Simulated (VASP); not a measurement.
Crystal: CsPbCl3.

```
Cs Pb Cl
1.0
     4.99292    0.00000    0.00000
     0.00000    4.99292    0.00000
     0.00000    0.00000    4.99292
Cs Pb Cl
1 1 3
Cartesian
  0.0000 0.0000 0.0000
  2.4965 2.4965 2.4965
  2.4965 2.4965 0.0000
  2.4965 0.0000 2.4965
  0.0000 2.4965 2.4965
```

```yaml
Program: VASP 6.6.1
Task: relaxation of cell and atoms
Functional: PBEsol
Potentials_or_basis: VASP PAW PBE potentials, release 64 (Cs_sv, Pb_d, Cl)
Cutoff: 600 eV
k_mesh: 4 × 4 × 4
Occupations: fermi-dirac, width 0.03 eV
Spin: no spin polarisation
```

At the start: pressure 20.4 GPa; volume 24.89 Å³/atom.

Q: How do energy, volume and symmetry change on relaxing?

A: Over 4 steps the energy falls by 491.0 meV/atom and the volume is 35.59 Å³/atom (+43.0 %); space group Pm-3m (No. 221, to 0.1 Å) before and after.

The path:
```
step  energy change (eV)  largest force (eV/Å)  pressure (GPa)  volume (Å³)
   1              0.0000                0.0000           20.44       124.47
   2             -2.3880                0.0000           -1.52       190.90
   3             -2.4535                0.0000            0.28       175.82
   4             -2.4551                0.0000           -0.03       177.93
```

Final structure:
```cif
data_structure
_symmetry_space_group_name_H-M 'P 1'
_symmetry_Int_Tables_number 1
_cell_length_a 5.6245
_cell_length_b 5.6245
_cell_length_c 5.6245
_cell_angle_alpha 90.000
_cell_angle_beta 90.000
_cell_angle_gamma 90.000
_cell_volume 177.93
loop_
_atom_site_label
_atom_site_type_symbol
_atom_site_fract_x
_atom_site_fract_y
_atom_site_fract_z
_atom_site_occupancy
Cs1 Cs 0.00000 0.00000 0.00000 1
Pb1 Pb 0.50000 0.50000 0.50000 1
Cl1 Cl 0.50000 0.50000 0.00000 1
Cl2 Cl 0.50000 0.00000 0.50000 1
Cl3 Cl 0.00000 0.50000 0.50000 1
```

Caveat: the volume moved by over 15 % at a fixed basis, so the end points are rough; the PAW data sets were made with another functional, which shifts forces and pressure a little.
